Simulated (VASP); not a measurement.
# BiTe (R-3m) in VASP: further runs

BiTe is run at these levels: PBE; tasks: single point.

All numbers are computed with VASP 6.6.1; they aren't measurements. Logs are shortened: lines on timing, memory, paths and dates and some standing lists are left out, and cuts for length are marked.

### Step 1. The cell of the first run

Symmetry: R-3m, No. 166, trigonal system. The conventional cell has a = 5.088 Å, b = 5.088 Å, c = 9.454 Å, α = 90.00°, β = 90.00°, γ = 120.00°. Within 4.4 Å of Bi (site symmetry -3m) lie 6 Te at 3.33 Å and 6 Bi at 4.31 Å. Te (site symmetry -3m) has 6 Bi at 3.33 Å and 6 Te at 4.31 Å within 4.4 Å.

### Step 2. Single point, PBE (strain +0.050 along x and y, -0.050 along z)

File INCAR:

```
  ALGO = Normal
  EDIFF = 1E-6
  ENCUT = 520
  GGA = PE
  ISIF = 2
  ISMEAR = 0
  LASPH = True
  LCHARG = False
  LREAL = False
  LWAVE = False
  NBANDS = 18
  NELM = 80
  PREC = Accurate
  SIGMA = 0.15
```

File KPOINTS:

```
k-points
0
Gamma
  12 12 12
```

File POSCAR:

```
BiTe
1.0
    2.5438431614      1.4686885340      3.1514273568
   -2.5438431614      1.4686885340      3.1514273568
    0.0000000000     -2.9373770681      3.1514273568
Bi Te
1 1
Direct
    0.5000000000      0.5000000000      0.5000000000
    0.0000000000      0.0000000000      0.0000000000
```

Potentials or basis: VASP PAW PBE potentials, release 64 (Bi_d, Te).

On the command line:

```sh
> cat potpaw_PBE.64/Bi_d/POTCAR potpaw_PBE.64/Te/POTCAR > POTCAR
> mpirun -np 1 vasp_std > vasp.out
```

OUTCAR:

```text
EDIFF = 1E-6
   ENCUT = 520
   GGA = PE
   ISIF = 2
   ISMEAR = 0
   LASPH = True
   LREAL = False
   NELM = 80
   PREC = Accurate

 ion  position               nearest neighbor table
   1  0.500  0.500  0.500-   2 3.33   2 3.33   2 3.33   2 3.33   2 3.33   2 3.33
   2  0.000  0.000  0.000-   1 3.33   1 3.33   1 3.33   1 3.33   1 3.33   1 3.33

  LATTYP: Found a trigonal (rhomboedric) cell.
 ALAT       =     4.3080945237
 COS(alpha) =     0.3026670095

  Lattice vectors:

 A1 = (   2.5438431614,   1.4686885340,   3.1514273568)
 A2 = (  -2.5438431614,   1.4686885340,   3.1514273568)
 A3 = (   0.0000000000,  -2.9373770681,   3.1514273568)

Analysis of symmetry for initial positions (statically):
=====================================================================
 Subroutine PRICEL returns:
 Original cell was already a primitive cell.

 Routine SETGRP: Setting up the symmetry group for a
 trigonal (rhombohedral) supercell.

 Subroutine GETGRP returns: Found 12 space group operations
 (whereof 12 operations were pure point group operations)
 out of a pool of 12 trial point group operations.

The static configuration has the point symmetry D_3d.

Analysis of symmetry for dynamics (positions and initial velocities):
=====================================================================
 Subroutine PRICEL returns:
 Original cell was already a primitive cell.

 Routine SETGRP: Setting up the symmetry group for a
 trigonal (rhombohedral) supercell.

 Subroutine GETGRP returns: Found 12 space group operations
 (whereof 12 operations were pure point group operations)
 out of a pool of 12 trial point group operations.

The dynamic configuration has the point symmetry D_3d.

 Subroutine INISYM returns: Found 12 space group operations
 (whereof 12 operations are pure point group operations),
 and found     1 'primitive' translations

----------------------------------------------------------------------------------------

                                     Primitive cell

  volume of cell :      70.6445

  direct lattice vectors                    reciprocal lattice vectors
     2.543843161  1.468688534  3.151427357     0.196552998  0.113479926  0.105772177
    -2.543843161  1.468688534  3.151427357    -0.196552998  0.113479926  0.105772177
     0.000000000 -2.937377068  3.151427357     0.000000000 -0.226959853  0.105772177

  length of vectors
     4.308094524  4.308094524  4.308094524     0.250396742  0.250396742  0.250396742

  position of ions in fractional coordinates (direct lattice)
     0.500000000  0.500000000  0.500000000
     0.000000000  0.000000000  0.000000000

  ion indices of the primitive-cell ions
   primitive index   ion index
                 1           1
                 2           2

----------------------------------------------------------------------------------------

 KPOINTS: k-points

Automatic generation of k-mesh.
 Grid dimensions read from file:
 generate k-points for:   12   12   12

 Generating k-lattice:

  Cartesian coordinates                     Fractional coordinates (reciprocal lattice)
     0.016379417  0.009456661  0.008814348     0.083333333  0.000000000 -0.000000000
    -0.016379417  0.009456661  0.008814348     0.000000000  0.083333333 -0.000000000
     0.000000000 -0.018913321  0.008814348    -0.000000000 -0.000000000  0.083333333

  Length of vectors
     0.020866395  0.020866395  0.020866395

  Shift w.r.t. Gamma in fractional coordinates (k-lattice)
     0.000000000  0.000000000  0.000000000

 Subroutine IBZKPT returns following result:
 ===========================================

 Found    189 irreducible k-points:

 Following reciprocal coordinates:
            Coordinates               Weight
  0.000000  0.000000  0.000000      1.000000
  0.083333 -0.000000  0.000000      6.000000
  0.166667 -0.000000 -0.000000      6.000000
  0.250000 -0.000000  0.000000      6.000000
  0.333333 -0.000000 -0.000000      6.000000
  0.416667  0.000000  0.000000      6.000000
[... 16 lines left out ...]
  0.500000  0.166667  0.000000     12.000000
 -0.416667  0.166667  0.000000     12.000000
 [... further k-points ...]
   k-points           NKPTS =    189   k-points in BZ     NKDIM =    189   number of bands    NBANDS=     18
   number of dos      NEDOS =    301   number of ions     NIONS =      2
   total plane-waves  NPLWV =  32768
   dimension x,y,z NGX =    32 NGY =   32 NGZ =   32
   dimension x,y,z NGXF=    64 NGYF=   64 NGZF=   64
   ions per type =               1   1
   NGX,Y,Z   is equivalent  to a cutoff of  12.35, 12.35, 12.35 a.u.
   NGXF,Y,Z  is equivalent  to a cutoff of  24.70, 24.70, 24.70 a.u.
 SYSTEM =  unknown system
   PREC   = accura    normal or accurate (medium, high low for compatibility)
   ISTART =      0    job   : 0-new  1-cont  2-samecut
   ICHARG =      2    charge: 1-file 2-atom 10-const
   ISPIN  =      1    spin polarized calculation?
   LNONCOLLINEAR =      F non collinear calculations
   LSORBIT =      F    spin-orbit coupling
   LASPH  =      T    aspherical Exc in radial PAW
   ENCUT  =  520.0 eV  38.22 Ry    6.18 a.u.   8.01  8.01  8.01*2*pi/ulx,y,z
   NELM   =     80;   NELMIN=  2; NELMDL= -5     # of ELM steps
   EDIFF  = 0.1E-05   stopping-criterion for ELM
   LREAL  =      F    real-space projection
   EDIFFG = 0.1E-04   stopping-criterion for IOM
   NSW    =      0    number of steps for IOM
   IBRION =     -1    ionic relax: 0-MD 1-quasi-New 2-CG
   NFREE  =      0    steps in history (QN), initial steepest desc. (CG)
   ISIF   =      2    stress and relaxation
   ISYM   =      2    0-nonsym 1-usesym 2-fastsym
   POTIM  = 0.5000    time-step for ionic-motion
   TEBEG  =    0.0;   TEEND  =   0.0 temperature during run
   PSTRESS=    0.0 pullay stress
   NELECT =      21.0000    total number of electrons
   NUPDOWN=      -1.0000    fix difference up-down
   EMIN   =  10.00;   EMAX   =-10.00  energy-range for DOS
   EFERMI =   0.00;   METHOD = LEGACY
   ISMEAR =     0;   SIGMA  =   0.15  broadening in eV -4-tet -1-fermi 0-gaus
   EFERMI_NEDOS =   21; number of points for ismear=-14 and -15
   IALGO  =     38    algorithm
   IMIX   =      4    mixing-type and parameters
     AMIX     =   0.40;   BMIX     =  1.00
     AMIX_MAG =   1.60;   BMIX_MAG =  1.00
  volume/ion in A,a.u.               =      35.32       238.37
  Fermi-wavevector in a.u.,A,eV,Ry     =   1.092585  2.064685 16.241833  1.193741
  Thomas-Fermi vector in A             =   2.228853
   LORBIT       =      0    0 simple, 1 ext, 2 COOP (PROOUT), +10 PAW based schemes
   GGA     = PE    functional components
   LHFCALC =     F    Hartree Fock is set to
   AEXX    =    0.0000 exact exchange contribution
   IVDW    =     0    specifies the selected vdW correction
   LEPSILON=     F    determine dielectric tensor
   LRPA    =     F    only Hartree local field effects (RPA)
 non-spin polarized calculation
 Gauss-broadening in eV      SIGMA  =   0.15
  energy-cutoff  :      520.00
  volume of cell :       70.64
 maximum number of plane-waves:      1923
   NGX = 15   NGY = 15   NGZ = 15

 number of electron      21.0000006 magnetization

 Free energy of the ion-electron system (eV)
  ---------------------------------------------------
  ext. energy  EPLUGINS =         0.00000000
  ---------------------------------------------------
  free energy    TOTEN  =        -7.11460732 eV

  energy without entropy =       -7.10051978  energy(sigma->0) =       -7.10756355

 E-fermi :   6.0198     XC(G=0):  -9.3006

 val. band max:        6.0185730069   @ k =  -0.0833   0.3333   0.0833
 cond. band min:       6.0241062619   @ k =  -0.4167   0.2500   0.2500
 fundamental gap:      0.0055332551
 Fermi energy:         6.0198288678

 k-point     1 :       0.0000    0.0000    0.0000
  band No.  band energies     occupation
      1     -17.1745      2.00000
      2     -17.1745      2.00000
      3     -17.1573      2.00000
      4     -17.1573      2.00000
      5     -17.1425      2.00000
      6      -6.9956      2.00000
[... 10 lines left out ...]
     17      13.2658      0.00000
     18      13.2658      0.00000

 k-point     2 :       0.0833   -0.0000    0.0000
  band No.  band energies     occupation
      1     -17.1744      2.00000
      2     -17.1742      2.00000
      3     -17.1576      2.00000
      4     -17.1568      2.00000
      5     -17.1425      2.00000
      6      -6.9415      2.00000
[... 10 lines left out ...]
     17      13.4681      0.00000
     18      13.6022      0.00000

 k-point     3 :       0.1667   -0.0000   -0.0000
  band No.  band energies     occupation
      1     -17.1742      2.00000
      2     -17.1735      2.00000
      3     -17.1585      2.00000
      4     -17.1555      2.00000
      5     -17.1425      2.00000
      6      -6.7802      2.00000
[... 10 lines left out ...]
     17      13.4895      0.00000
     18      14.1309      0.00000

 k-point     4 :       0.2500   -0.0000    0.0000
  band No.  band energies     occupation
      1     -17.1739      2.00000
      2     -17.1729      2.00000
      3     -17.1598      2.00000
      4     -17.1536      2.00000
      5     -17.1422      2.00000
      6      -6.5150      2.00000
[... 375 lines left out ...]
      4     -17.1496      2.00000
      5     -17.1414      2.00000
      6      -5.8116      2.00000
[... 10 lines left out ...]
     17      14.8500      0.00000
     18      15.6598      0.00000

 k-point    23 :       0.5000    0.1667    0.0000
  band No.  band energies     occupation
      1     -17.1744      2.00000
      2     -17.1718      2.00000
      3     -17.1609      2.00000
      4     -17.1494      2.00000
      5     -17.1410      2.00000
      6      -5.3715      2.00000
[... 10 lines left out ...]
     17      15.1991      0.00000
     18      16.0818      0.00000

 k-point    24 :      -0.4167    0.1667    0.0000
  band No.  band energies     occupation
      1     -17.1739      2.00000
      2     -17.1721      2.00000
      3     -17.1607      2.00000
      4     -17.1500      2.00000
      5     -17.1413      2.00000
      6      -5.2757      2.00000
[... 10 lines left out ...]
     17      14.5641      0.00000
     18      16.4441      0.00000

 [... further k-points ...]

------------------------ aborting loop because EDIFF is reached ----------------------------------------

  FORCE on cell =-STRESS in cart. coord.  units (eV):
  Direction    XX          YY          ZZ          XY          YZ          ZX
  --------------------------------------------------------------------------------------
  -------------------------------------------------------------------------------------
  Total       -1.7565115     -1.7565115     -0.4455143      0.0000000      0.0000000      0.0000000
  in kB      -39.8366661    -39.8366661    -10.1040080      0.0000000      0.0000000      0.0000000
  external PRESSURE =     -29.9257801 kB  Pullay stress =       0.0000000 kB

 VOLUME and BASIS-vectors are now :
 -----------------------------------------------------------------------------
  energy-cutoff  :      520.00
  volume of cell :       70.64
      direct lattice vectors                 reciprocal lattice vectors
     2.543843161  1.468688534  3.151427357     0.196552998  0.113479926  0.105772177
    -2.543843161  1.468688534  3.151427357    -0.196552998  0.113479926  0.105772177
     0.000000000 -2.937377068  3.151427357     0.000000000 -0.226959853  0.105772177

 POSITION                                       TOTAL-FORCE (eV/Angst)
 -----------------------------------------------------------------------------------
      0.00000     -0.00000      4.72714         0.000000      0.000000     -0.000000
      0.00000      0.00000      0.00000        -0.000000     -0.000000      0.000000
 -----------------------------------------------------------------------------------
    total drift:                               -0.000000      0.000000     -0.000000

  FREE ENERGIE OF THE ION-ELECTRON SYSTEM (eV)
  ---------------------------------------------------
  free  energy   TOTEN  =        -7.1146073159 eV

  energy  without entropy=       -7.1005197841  energy(sigma->0) =       -7.10756355
```

It took 53 s on 1 thread of Intel Xeon 6975P-C (Granite Rapids), shared host; peak memory 0.36 GiB.

What came out:

```
Free energy            : -7.1146 eV
Pressure               : -3.0 GPa
Band gap on the k mesh : zero (an odd number of electrons rules out a gap without spin polarisation)
```

Caveat: the cell differs from its parent crystal (strain +0.050 along x and y, -0.050 along z); spin-orbit coupling is left out, which moves the levels of the heavy elements.

### Step 3. Single point, PBE (strain +0.050 along x and y, +0.000 along z)

Edit INCAR of step 2 so:

```diff
@@ -11,3 +11,3 @@
   NBANDS = 18
-  NELM = 80
+  NELM = 100
   PREC = Accurate
```

KPOINTS is that of step 2.

File POSCAR:

```
BiTe
1.0
    2.5438431614      1.4686885340      3.3172919545
   -2.5438431614      1.4686885340      3.3172919545
    0.0000000000     -2.9373770681      3.3172919545
Bi Te
1 1
Direct
    0.5000000000      0.5000000000      0.5000000000
    0.0000000000      0.0000000000      0.0000000000
```

Potentials or basis: VASP PAW PBE potentials, release 64 (Bi_d, Te).

On the command line:

```sh
> cat potpaw_PBE.64/Bi_d/POTCAR potpaw_PBE.64/Te/POTCAR > POTCAR
> mpirun -np 1 vasp_std > vasp.out
```

OUTCAR:

```text
EDIFF = 1E-6
   ENCUT = 520
   GGA = PE
   ISIF = 2
   ISMEAR = 0
   LASPH = True
   LREAL = False
   NELM = 100
   PREC = Accurate

 ion  position               nearest neighbor table
   1  0.500  0.500  0.500-   2 3.37   2 3.37   2 3.37   2 3.37   2 3.37   2 3.37
   2  0.000  0.000  0.000-   1 3.37   1 3.37   1 3.37   1 3.37   1 3.37   1 3.37

  LATTYP: Found a trigonal (rhomboedric) cell.
 ALAT       =     4.4308701122
 COS(alpha) =     0.3407765910

  Lattice vectors:

[... 692 lines left out ...]
------------------------ aborting loop because EDIFF is reached ----------------------------------------

  FORCE on cell =-STRESS in cart. coord.  units (eV):
  Direction    XX          YY          ZZ          XY          YZ          ZX
  --------------------------------------------------------------------------------------
  -------------------------------------------------------------------------------------
  Total       -2.2914690     -2.2914690     -1.2326949      0.0000000      0.0000000      0.0000000
  in kB      -49.3707350    -49.3707350    -26.5589688      0.0000000      0.0000000      0.0000000
  external PRESSURE =     -41.7668130 kB  Pullay stress =       0.0000000 kB

 VOLUME and BASIS-vectors are now :
 -----------------------------------------------------------------------------
  energy-cutoff  :      520.00
  volume of cell :       74.36
      direct lattice vectors                 reciprocal lattice vectors
     2.543843161  1.468688534  3.317291954     0.196552998  0.113479926  0.100483568
    -2.543843161  1.468688534  3.317291954    -0.196552998  0.113479926  0.100483568
     0.000000000 -2.937377068  3.317291954     0.000000000 -0.226959853  0.100483568

 POSITION                                       TOTAL-FORCE (eV/Angst)
 -----------------------------------------------------------------------------------
      0.00000     -0.00000      4.97594         0.000000     -0.000000     -0.000000
      0.00000      0.00000      0.00000         0.000000      0.000000      0.000000
 -----------------------------------------------------------------------------------
    total drift:                               -0.000000     -0.000000      0.000000

  FREE ENERGIE OF THE ION-ELECTRON SYSTEM (eV)
  ---------------------------------------------------
  free  energy   TOTEN  =        -7.0730229795 eV

  energy  without entropy=       -7.0575456827  energy(sigma->0) =       -7.06528433
```

OSZICAR:

```text
N       E                     dE             d eps       ncg     rms          rms(c)
DAV:   1     0.155441579433E+03    0.15544E+03   -0.98715E+03  6806   0.109E+03
DAV:   2     0.490108960222E+01   -0.15054E+03   -0.14681E+03  7292   0.295E+02
DAV:   3    -0.681081507976E+01   -0.11712E+02   -0.11616E+02  8204   0.875E+01
DAV:   4    -0.713745711811E+01   -0.32664E+00   -0.32637E+00  8778   0.158E+01
DAV:   5    -0.714876825500E+01   -0.11311E-01   -0.11311E-01  9040   0.269E+00    0.474E+00
DAV:   6    -0.706858609281E+01    0.80182E-01   -0.28933E-01  9644   0.280E+00    0.293E+00
DAV:   7    -0.707213056573E+01   -0.35445E-02   -0.35095E-02  7612   0.879E-01    0.986E-01
DAV:   8    -0.707286248384E+01   -0.73192E-03   -0.35690E-03  7614   0.408E-01    0.187E-01
DAV:   9    -0.707301017339E+01   -0.14769E-03   -0.70984E-04  8810   0.145E-01    0.591E-02
DAV:  10    -0.707301524870E+01   -0.50753E-05   -0.41759E-05  7890   0.348E-02    0.517E-02
DAV:  11    -0.707302788603E+01   -0.12637E-04   -0.64879E-05  8500   0.679E-02    0.189E-02
DAV:  12    -0.707302311808E+01    0.47680E-05   -0.16979E-05  8762   0.321E-02    0.559E-03
DAV:  13    -0.707302297950E+01    0.13858E-06   -0.13727E-06  5562   0.101E-02
   1 F= -.70730230E+01 E0= -.70652843E+01  d E =-.154773E-01
```

It took 80 s on 1 thread of Intel Xeon 6975P-C (Granite Rapids), shared host; peak memory 0.39 GiB.

Results:

```yaml
Free_energy: -7.0730 eV
Pressure: -4.2 GPa
Band_gap_on_the_k_mesh: zero (an odd number of electrons rules out a gap without spin polarisation)
```

Levels at points of the mesh, in eV from the Fermi level:
```
           k point  band 6  band 7  band 8  band 9  band 10  band 11  band 12  band 13  band 14  band 15
(0.00, 0.00, 0.00)  -12.79   -8.62   -2.62   -2.62    -1.26     1.66     2.41     2.41     4.17     4.17
(0.50, 0.00, 0.00)  -11.13  -11.03   -1.71   -1.58    -0.91    -0.85    -0.39     0.50     6.57     6.71
(0.50, 0.50, 0.00)  -11.29   -9.93   -4.89   -4.04    -2.67     2.53     2.88     3.13     3.81     7.62
(0.50, 0.50, 0.50)  -10.79  -10.64   -2.16   -2.14    -2.14    -1.50    -1.14    -1.14     7.91     8.42
```

Caveat: the cell differs from its parent crystal (strain +0.050 along x and y, +0.000 along z); the cell stands under tension; spin-orbit coupling is left out, which moves the levels of the heavy elements.
